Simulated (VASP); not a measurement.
Wanted: the native input for a VASP 6.6.1 run.

```
Task                   : single point
Functional             : RPBE
Potentials or basis    : VASP PAW PBE potentials, release 64 (Si)
Cutoff                 : 520 eV
k mesh                 : 14 × 14 × 14
Occupations            : fermi-dirac, width 0.1 eV
Spin                   : no spin polarisation
Dipole correction      : no
Further INCAR settings : ALGO = Normal; EDIFF = 1e-07; NBANDS = 8
```

The structure of Si lies in POSCAR:

```
Si
1.0
    2.4357191024      0.0000000000      0.0000000000
    0.0000000000      2.4357191024      0.0000000000
    0.0000000000      0.0000000000      2.4357191024
Si
1
Direct
    0.0000000000      0.0000000000      0.0000000000
```

This isn't the form of Si at room conditions, which is diamond.

The input as run:

INCAR

```
PREC = Accurate
ENCUT = 520
EDIFF = 1E-7
ISMEAR = -1
SIGMA = 0.1
LREAL = False
LASPH = True
NELM = 80
ALGO = Normal
ISIF = 2
LWAVE = False
LCHARG = False
GGA = RP
NBANDS = 8
```

KPOINTS

```
Automatic mesh
0
Gamma
  14 14 14
```

Potentials or basis: VASP PAW PBE potentials, release 64 (Si).

Run with:

```console
$ cat potpaw_PBE.64/Si/POTCAR > POTCAR
$ mpirun -np 1 vasp_std > vasp.out
```

Results of the run:

```yaml
Pressure: 16.8 GPa
Band_gap_on_the_k_mesh: zero (bands 2 and 3 overlap by 10.56 eV)
```

Caveat: the cell stands under pressure; the PAW data sets were made with another functional, which shifts forces and pressure a little.

Run time: 5.8 s on 1 thread of AMD EPYC 7R13 Processor (Zen 3) (shared host), peak memory 0.08 GiB.
